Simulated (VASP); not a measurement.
# SrEuMgWO6 (F-43m) in VASP: relaxation of cell and atoms with PBEsol+U

Aim: the relaxation of cell and atoms of SrEuMgWO6 with PBEsol+U.

Everything below comes from runs of VASP 6.6.1. Logs are shortened: lines on timing, memory, paths and dates and some standing lists are left out, and cuts for length are marked.

## (1) The cell of the first run

The structure is cubic, space group F-43m (No. 216). Conventional cell: a = 7.890 Å, b = 7.890 Å, c = 7.890 Å, α = 90.00°, β = 90.00°, γ = 90.00°. Within 3.7 Å of Eu (site symmetry -43m) lie 12 O at 2.79 Å and 4 Mg at 3.42 Å and 4 W at 3.42 Å. Mg (site symmetry -43m) has 6 O at 2.03 Å within 2.7 Å. O (site symmetry 2mm) has 1 W at 1.91 Å and 1 Mg at 2.03 Å within 2.5 Å. Sr (site symmetry -43m) has 12 O at 2.79 Å and 4 Mg at 3.42 Å and 4 W at 3.42 Å within 3.7 Å. W (site symmetry -43m) has 6 O at 1.91 Å within 2.5 Å.

## (2) Relaxation of cell and atoms, PBEsol+U, collinear spin, ferromagnetic start

INCAR reads:

```
  PREC = Accurate
  ENCUT = 600
  EDIFF = 1E-6
  ISMEAR = 0
  SIGMA = 0.02
  LREAL = F
  LASPH = T
  NELM = 150
  ALGO = Normal
  ISIF = 3
  LWAVE = F
  LCHARG = F
  ISPIN = 2
  MAGMOM = 7.52 0 0 0 0 0 0 0 0 0
  LORBIT = 11
  LMAXMIX = 6
  LDAU = T
  LDAUTYPE = 2
  LDAUL = 3 -1 -1 -1 -1
  LDAUU = 6 0 0 0 0
  LDAUJ = 0 0 0 0 0
  LDAUPRINT = 1
  GGA = PS
  IBRION = 2
  NSW = 100
  EDIFFG = -0.005
  KPAR = 2
```

KPOINTS reads:

```
regular mesh
0
Gamma
  6 6 6
```

POSCAR reads:

```
SrEuMgWO6
1.0
    0.0000000000      3.9452142340      3.9452142340
    3.9452142340      0.0000000000      3.9452142340
    3.9452142340      3.9452142340      0.0000000000
Eu Mg O Sr W
1 1 6 1 1
Direct
    0.2500000000      0.2500000000      0.2500000000
    0.0000000000      0.0000000000      0.0000000000
    0.7425240228      0.2574759772      0.2574759772
    0.2574759772      0.7425240228      0.7425240228
    0.2574759772      0.7425240228      0.2574759772
    0.7425240228      0.2574759772      0.7425240228
    0.2574759772      0.2574759772      0.7425240228
    0.7425240228      0.7425240228      0.2574759772
    0.7500000000      0.7500000000      0.7500000000
    0.5000000000      0.5000000000      0.5000000000
```

Potentials or basis: VASP PAW PBE potentials, release 64 (Eu, Mg, O, Sr_sv, W_sv).

The run is started by

```
> cat potpaw_PBE.64/Eu/POTCAR potpaw_PBE.64/Mg/POTCAR potpaw_PBE.64/O/POTCAR potpaw_PBE.64/Sr_sv/POTCAR potpaw_PBE.64/W_sv/POTCAR > POTCAR
> mpirun -np 2 vasp_std > vasp.out
```

OUTCAR:

```text
PREC = Accurate
   ENCUT = 600
   EDIFF = 1E-6
   ISMEAR = 0
   LREAL = F
   LASPH = T
   NELM = 150
   ISIF = 3
   ISPIN = 2
   LORBIT = 11
   GGA = PS
   IBRION = 2
   NSW = 100
   EDIFFG = -0.005

 ion  position               nearest neighbor table
   1  0.250  0.250  0.250-   2 3.42   2 3.42   2 3.42   2 3.42  10 3.42  10 3.42  10 3.42  10 3.42
                             9 3.95   9 3.95   9 3.95   9 3.95   9 3.95   9 3.95
   2  0.000  0.000  0.000-   3 2.03   4 2.03   5 2.03   6 2.03   7 2.03   8 2.03   9 3.42   1 3.42
                             9 3.42   9 3.42   9 3.42   1 3.42   1 3.42   1 3.42
   3  0.743  0.257  0.257-  10 1.91   2 2.03   9 2.79   9 2.79
   4  0.257  0.743  0.743-  10 1.91   2 2.03   9 2.79   9 2.79
   5  0.257  0.743  0.257-  10 1.91   2 2.03   9 2.79   9 2.79
   6  0.743  0.257  0.743-  10 1.91   2 2.03   9 2.79   9 2.79
   7  0.257  0.257  0.743-  10 1.91   2 2.03   9 2.79   9 2.79
   8  0.743  0.743  0.257-  10 1.91   2 2.03   9 2.79   9 2.79
   9  0.750  0.750  0.750-   4 2.79   5 2.79   7 2.79   3 2.79   6 2.79   7 2.79   3 2.79   5 2.79
                             8 2.79   4 2.79   6 2.79   8 2.79   2 3.42  10 3.42  10 3.42  10 3.42
  10  0.500  0.500  0.500-   3 1.91   4 1.91   5 1.91   6 1.91   7 1.91   8 1.91   1 3.42   1 3.42
                             1 3.42   1 3.42   9 3.42   9 3.42   9 3.42   9 3.42

  LATTYP: Found a face centered cubic cell.
 ALAT       =     7.8904284680

  Lattice vectors:

 A1 = (   0.0000000000,   3.9452142340,   3.9452142340)
 A2 = (   3.9452142340,   0.0000000000,   3.9452142340)
 A3 = (   3.9452142340,   3.9452142340,   0.0000000000)

Analysis of symmetry for initial positions (statically):
=====================================================================
 Subroutine PRICEL returns:
 Original cell was already a primitive cell.

 Routine SETGRP: Setting up the symmetry group for a
 face centered cubic supercell.

 Subroutine GETGRP returns: Found 24 space group operations
 (whereof 24 operations were pure point group operations)
 out of a pool of 48 trial point group operations.

The static configuration has the point symmetry T_d .

Analysis of symmetry for dynamics (positions and initial velocities):
=====================================================================
 Subroutine PRICEL returns:
 Original cell was already a primitive cell.

 Routine SETGRP: Setting up the symmetry group for a
 face centered cubic supercell.

 Subroutine GETGRP returns: Found 24 space group operations
 (whereof 24 operations were pure point group operations)
 out of a pool of 48 trial point group operations.

The dynamic configuration has the point symmetry T_d .

Analysis of structural, dynamic, and magnetic symmetry:
=====================================================================
 Subroutine PRICEL returns:
 Original cell was already a primitive cell.

 Routine SETGRP: Setting up the symmetry group for a
 face centered cubic supercell.

 Subroutine GETGRP returns: Found 24 space group operations
 (whereof 24 operations were pure point group operations)
 out of a pool of 48 trial point group operations.

The overall configuration has the point symmetry T_d .

 Subroutine INISYM returns: Found 24 space group operations
 (whereof 24 operations are pure point group operations),
 and found     1 'primitive' translations

----------------------------------------------------------------------------------------

                                     Primitive cell

  volume of cell :     122.8123

  direct lattice vectors                    reciprocal lattice vectors
     0.000000000  3.945214234  3.945214234    -0.126735830  0.126735830  0.126735830
     3.945214234  0.000000000  3.945214234     0.126735830 -0.126735830  0.126735830
     3.945214234  3.945214234  0.000000000     0.126735830  0.126735830 -0.126735830

  length of vectors
     5.579375476  5.579375476  5.579375476     0.219512896  0.219512896  0.219512896

  position of ions in fractional coordinates (direct lattice)
     0.250000000  0.250000000  0.250000000
[... 126 lines left out ...]
 NGX is ok and might be reduce to    48
   NGX = 23   NGY = 23   NGZ = 23

--------------------------------------- Ionic step        1  -------------------------------------------

 number of electron      78.9999996 magnetization       7.0000020

 Free energy of the ion-electron system (eV)
  ---------------------------------------------------
  ext. energy  EPLUGINS =         0.00000000
  ---------------------------------------------------
  free energy    TOTEN  =       -87.62462729 eV

  energy without entropy =      -87.62462729  energy(sigma->0) =      -87.62462729

------------------------ aborting loop because EDIFF is reached ----------------------------------------

  FORCE on cell =-STRESS in cart. coord.  units (eV):
  Direction    XX          YY          ZZ          XY          YZ          ZX
  --------------------------------------------------------------------------------------
  -------------------------------------------------------------------------------------
  Total        0.4965346      0.4965346      0.4965346      0.0000000      0.0000000      0.0000000
  in kB        6.4776625      6.4776625      6.4776625      0.0000000      0.0000000      0.0000000
  external PRESSURE =       6.4776625 kB  Pullay stress =       0.0000000 kB
[... 113 lines left out ...]
  FREE ENERGIE OF THE ION-ELECTRON SYSTEM (eV)
  ---------------------------------------------------
  free  energy   TOTEN  =       -87.6275525854 eV

  energy  without entropy=      -87.6275525854  energy(sigma->0) =      -87.62755259

atom =   1  type =  1  l = 3

 onsite density matrix

spin component  1

  0.9799 -0.0000 -0.0027  0.0000  0.0000  0.0000 -0.0000
 -0.0000  0.9608  0.0000 -0.0000  0.0000 -0.0000  0.0000
 -0.0027  0.0000  0.9813 -0.0000  0.0000  0.0000 -0.0000
  0.0000 -0.0000 -0.0000  0.9777 -0.0000  0.0000  0.0000
  0.0000  0.0000  0.0000 -0.0000  0.9813  0.0000  0.0027
  0.0000 -0.0000  0.0000  0.0000  0.0000  0.9834  0.0000
 -0.0000  0.0000 -0.0000  0.0000  0.0027  0.0000  0.9799

spin component  2

  0.0020  0.0000 -0.0012 -0.0000 -0.0000 -0.0000  0.0000
  0.0000  0.0013 -0.0000  0.0000 -0.0000 -0.0000 -0.0000
 -0.0012 -0.0000  0.0026  0.0000 -0.0000 -0.0000  0.0000
 -0.0000  0.0000  0.0000  0.0010 -0.0000 -0.0000  0.0000
 -0.0000 -0.0000 -0.0000 -0.0000  0.0026 -0.0000  0.0012
 -0.0000 -0.0000 -0.0000 -0.0000 -0.0000  0.0035 -0.0000
  0.0000 -0.0000  0.0000  0.0000  0.0012 -0.0000  0.0020

 occupancies and eigenvectors

  o =  0.0010  v =  0.0000  0.0000  0.0000  0.0000  0.0000  0.0000  0.0000 -0.0004  0.0000 -0.0003 -1.0000 -0.0001 -0.0000  0.0001      0.0000  0.0000  0.0000  0.0000  0.0000  0.0000  0.0000  0.0000  0.0000  0.0000  0.0000  0.0000  0.0000  0.0000
  o =  0.0010  v =  0.0000  0.0000  0.0000  0.0000  0.0000  0.0000  0.0000  0.7906  0.0000  0.6124 -0.0005  0.0025  0.0000 -0.0032      0.0000  0.0000  0.0000  0.0000  0.0000  0.0000  0.0000  0.0000  0.0000  0.0000  0.0000  0.0000  0.0000  0.0000
  o =  0.0010  v =  0.0000  0.0000  0.0000  0.0000  0.0000  0.0000  0.0000  0.0032  0.0000  0.0025  0.0001 -0.6124 -0.0000  0.7906      0.0000  0.0000  0.0000  0.0000  0.0000  0.0000  0.0000  0.0000  0.0000  0.0000  0.0000  0.0000  0.0000  0.0000
  o =  0.0013  v =  0.0000  0.0000  0.0000  0.0000  0.0000  0.0000  0.0000 -0.0000  1.0000 -0.0000  0.0000  0.0000  0.0000  0.0000      0.0000  0.0000  0.0000  0.0000  0.0000  0.0000  0.0000  0.0000  0.0000  0.0000  0.0000  0.0000  0.0000  0.0000
  o =  0.0035  v =  0.0000  0.0000  0.0000  0.0000  0.0000  0.0000  0.0000 -0.0004  0.0000  0.0005  0.0000 -0.7906 -0.0004 -0.6124      0.0000  0.0000  0.0000  0.0000  0.0000  0.0000  0.0000  0.0000  0.0000  0.0000  0.0000  0.0000  0.0000  0.0000
  o =  0.0035  v =  0.0000  0.0000  0.0000  0.0000  0.0000  0.0000  0.0000 -0.6124 -0.0000  0.7906  0.0000  0.0005  0.0002  0.0004      0.0000  0.0000  0.0000  0.0000  0.0000  0.0000  0.0000  0.0000  0.0000  0.0000  0.0000  0.0000  0.0000  0.0000
  o =  0.0035  v =  0.0000  0.0000  0.0000  0.0000  0.0000  0.0000  0.0000 -0.0001  0.0000  0.0002  0.0000  0.0003 -1.0000  0.0002      0.0000  0.0000  0.0000  0.0000  0.0000  0.0000  0.0000  0.0000  0.0000  0.0000  0.0000  0.0000  0.0000  0.0000
  o =  0.9608  v =  0.0000  1.0000  0.0000  0.0000 -0.0000  0.0000  0.0000  0.0000  0.0000  0.0000  0.0000  0.0000  0.0000  0.0000      0.0000  0.0000  0.0000  0.0000  0.0000  0.0000  0.0000  0.0000  0.0000  0.0000  0.0000  0.0000  0.0000  0.0000
  o =  0.9777  v =  0.0008  0.0000  0.0006  0.0413  0.6118 -0.0000 -0.7899  0.0000  0.0000  0.0000  0.0000  0.0000  0.0000  0.0000      0.0000  0.0000  0.0000  0.0000  0.0000  0.0000  0.0000  0.0000  0.0000  0.0000  0.0000  0.0000  0.0000  0.0000
  o =  0.9777  v =  0.7906 -0.0000  0.6124 -0.0001 -0.0006 -0.0000  0.0008  0.0000  0.0000  0.0000  0.0000  0.0000  0.0000  0.0000      0.0000  0.0000  0.0000  0.0000  0.0000  0.0000  0.0000  0.0000  0.0000  0.0000  0.0000  0.0000  0.0000  0.0000
  o =  0.9777  v =  0.0000 -0.0000  0.0000  0.9991 -0.0253 -0.0000  0.0326  0.0000  0.0000  0.0000  0.0000  0.0000  0.0000  0.0000      0.0000  0.0000  0.0000  0.0000  0.0000  0.0000  0.0000  0.0000  0.0000  0.0000  0.0000  0.0000  0.0000  0.0000
  o =  0.9834  v = -0.0001  0.0000  0.0001 -0.0000  0.0423 -0.9986  0.0327  0.0000  0.0000  0.0000  0.0000  0.0000  0.0000  0.0000      0.0000  0.0000  0.0000  0.0000  0.0000  0.0000  0.0000  0.0000  0.0000  0.0000  0.0000  0.0000  0.0000  0.0000
  o =  0.9834  v =  0.0005  0.0000 -0.0006 -0.0000 -0.7894 -0.0535 -0.6115  0.0000  0.0000  0.0000  0.0000  0.0000  0.0000  0.0000      0.0000  0.0000  0.0000  0.0000  0.0000  0.0000  0.0000  0.0000  0.0000  0.0000  0.0000  0.0000  0.0000  0.0000
  o =  0.9834  v = -0.6124 -0.0000  0.7906 -0.0000 -0.0006  0.0001 -0.0005  0.0000  0.0000  0.0000  0.0000  0.0000  0.0000  0.0000      0.0000  0.0000  0.0000  0.0000  0.0000  0.0000  0.0000  0.0000  0.0000  0.0000  0.0000  0.0000  0.0000  0.0000

--------------------------------------- Ionic step        4  -------------------------------------------

 number of electron      78.9999990 magnetization       6.9999999

 Free energy of the ion-electron system (eV)
  ---------------------------------------------------
  ext. energy  EPLUGINS =         0.00000000
  ---------------------------------------------------
  free energy    TOTEN  =       -87.62786365 eV

  energy without entropy =      -87.62786365  energy(sigma->0) =      -87.62786365

 E-fermi :   4.9861     XC(G=0): -11.4625

 val. band max:        4.8855081155   @ k =   0.0000   0.0000   0.0000
 cond. band min:       6.0166100637   @ k =   0.5000   0.5000   0.0000
 fundamental gap:      1.1311019482
 Fermi energy:         4.9860733383

 spin component 1

 k-point     1 :       0.0000    0.0000    0.0000
  band No.  band energies     occupation
      1     -71.1894      1.00000
      2     -35.4575      1.00000
      3     -35.4575      1.00000
      4     -35.4575      1.00000
      5     -34.4162      1.00000
      6     -29.5814      1.00000
[... 853 lines left out ...]
     50      10.7862      0.00000
     51      10.8672      0.00000
 Fermi energy:         4.9860733383

 spin component 2

 k-point     1 :       0.0000    0.0000    0.0000
  band No.  band energies     occupation
      1     -71.1797      1.00000
      2     -35.4449      1.00000
      3     -35.4449      1.00000
      4     -35.4449      1.00000
      5     -31.2981      1.00000
      6     -29.5799      1.00000
[... 890 lines left out ...]
  FREE ENERGIE OF THE ION-ELECTRON SYSTEM (eV)
  ---------------------------------------------------
  free  energy   TOTEN  =       -87.6278636486 eV

  energy  without entropy=      -87.6278636486  energy(sigma->0) =      -87.62786365

 reached required accuracy - stopping structural energy minimisation

 total charge

# of ion       s       p       d       f       tot
--------------------------------------------------
    1        2.012   5.757   0.212   6.851  14.833
    2        0.147   0.192   0.091   0.000   0.430
    3        1.555   3.490   0.000   0.000   5.044
    4        1.555   3.490   0.000   0.000   5.044
    5        1.555   3.490   0.000   0.000   5.044
    6        1.555   3.490   0.000   0.000   5.044
    7        1.555   3.490   0.000   0.000   5.044
    8        1.555   3.490   0.000   0.000   5.044
    9        1.994   5.754   0.192   0.000   7.940
   10        2.422   6.602   3.036   0.000  12.060
--------------------------------------------------
tot         15.903  39.242   3.531   6.851  65.527

 magnetization (x)

# of ion       s       p       d       f       tot
--------------------------------------------------
    1       -0.015  -0.109   0.030   6.822   6.728
    2        0.000   0.000   0.000   0.000   0.000
    3       -0.000  -0.007   0.000   0.000  -0.008
    4       -0.000  -0.007   0.000   0.000  -0.008
    5       -0.000  -0.007   0.000   0.000  -0.008
    6       -0.000  -0.007   0.000   0.000  -0.008
    7       -0.000  -0.007   0.000   0.000  -0.008
    8       -0.000  -0.007   0.000   0.000  -0.008
    9        0.000   0.000   0.001   0.000   0.002
   10        0.000   0.000   0.018   0.000   0.019
--------------------------------------------------
tot         -0.016  -0.153   0.049   6.822   6.703
```

Wall time 9.4 min (2 MPI ranks of AMD EPYC 9R45 (Zen 5), shared host); peak memory 0.56 GiB.

Results:

| Item | Value |
| --- | --- |
| Free energy | -87.6279 eV |
| Relaxed volume | 12.29 Å³/atom |
| Relaxed cell | a = 5.580 Å, b = 5.580 Å, c = 5.580 Å, α = 60.00°, β = 60.00°, γ = 60.00° |
| Space group after relaxing (to 0.1 Å) | F-43m (No. 216) |
| Energy gained by relaxing | 0.3 meV/atom |
| Ionic steps | 4 |
| Pressure after relaxing | 0.0 GPa |
| Band gap on the k mesh | 1.13 eV (least direct gap 1.21 eV) |
| Net moment | 7.00 μB per cell |
| Site moments | Eu +6.73; Mg +0.00; O -0.01; Sr +0.00; W +0.02 μB |
| Valence electrons inside the program's atomic spheres | Eu 14.83; Mg 0.43; O 5.04; Sr 7.94; W 12.06 |

The path:
```tsv
step	energy change (eV)	largest force (eV/Å)	pressure (GPa)	volume (Å³)
1	0.0000	0.2178	0.65	122.81
2	0.0075	0.3367	-1.89	123.70
3	-0.0029	0.0218	-0.24	123.12
4	-0.0032	0.0000	-0.01	122.85
```

Final structure:
```
Eu Mg O Sr W
1.0
     0.00000    3.94567    3.94567
     3.94567    0.00000    3.94567
     3.94567    3.94567    0.00000
Eu Mg O Sr W
1 1 6 1 1
Direct
  0.25000 0.25000 0.25000
  0.00000 0.00000 0.00000
  0.74314 0.25686 0.25686
  0.25686 0.74314 0.74314
  0.25686 0.74314 0.25686
  0.74314 0.25686 0.74314
  0.25686 0.25686 0.74314
  0.74314 0.74314 0.25686
  0.75000 0.75000 0.75000
  0.50000 0.50000 0.50000
```

Levels at points of the mesh, in eV from the valence-band top:
Spin up:
| k point | band 39 | band 40 | band 41 | band 42 | band 43 | band 44 | band 45 | band 46 | band 47 | band 48 |
| --- | --- | --- | --- | --- | --- | --- | --- | --- | --- | --- |
| (0.00, 0.00, 0.00) | -0.19 | -0.09 | 0.00 | 0.00 | 0.00 | 1.21 | 1.21 | 1.21 | 3.13 | 3.13 |
| (0.50, 0.00, 0.00) | -0.21 | -0.21 | -0.20 | -0.13 | 0.00 | 1.63 | 1.74 | 1.74 | 4.94 | 4.94 |
| (0.50, 0.50, 0.00) | -0.22 | -0.22 | -0.17 | -0.17 | -0.17 | 1.15 | 2.41 | 2.41 | 5.04 | 5.06 |
Spin down:
| k point | band 32 | band 33 | band 34 | band 35 | band 36 | band 37 | band 38 | band 39 | band 40 | band 41 |
| --- | --- | --- | --- | --- | --- | --- | --- | --- | --- | --- |
| (0.00, 0.00, 0.00) | -2.22 | -2.22 | -1.73 | -1.73 | -1.73 | 1.25 | 1.25 | 1.25 | 3.52 | 3.52 |
| (0.50, 0.00, 0.00) | -2.52 | -2.52 | -2.43 | -2.43 | -2.20 | 1.64 | 1.77 | 1.77 | 5.51 | 5.51 |
| (0.50, 0.50, 0.00) | -3.18 | -3.18 | -2.58 | -2.58 | -1.82 | 1.13 | 2.41 | 2.41 | 5.35 | 5.43 |

Eigenvalues of the final occupation matrices:
```csv
site,spin,trace,eigenvalues
site 1 f,1,6.84,0.96 0.98 0.98 0.98 0.98 0.98 0.98
site 1 f,2,0.01,0.00 0.00 0.00 0.00 0.00 0.00 0.00
```

Caveat: the PAW data sets were made with another functional, which shifts forces and pressure a little; spin-orbit coupling is left out, which moves the levels of the heavy elements; a cell with one magnetic atom can't hold antiferromagnetic order, which such compounds often take. A k mesh can miss the band edges.
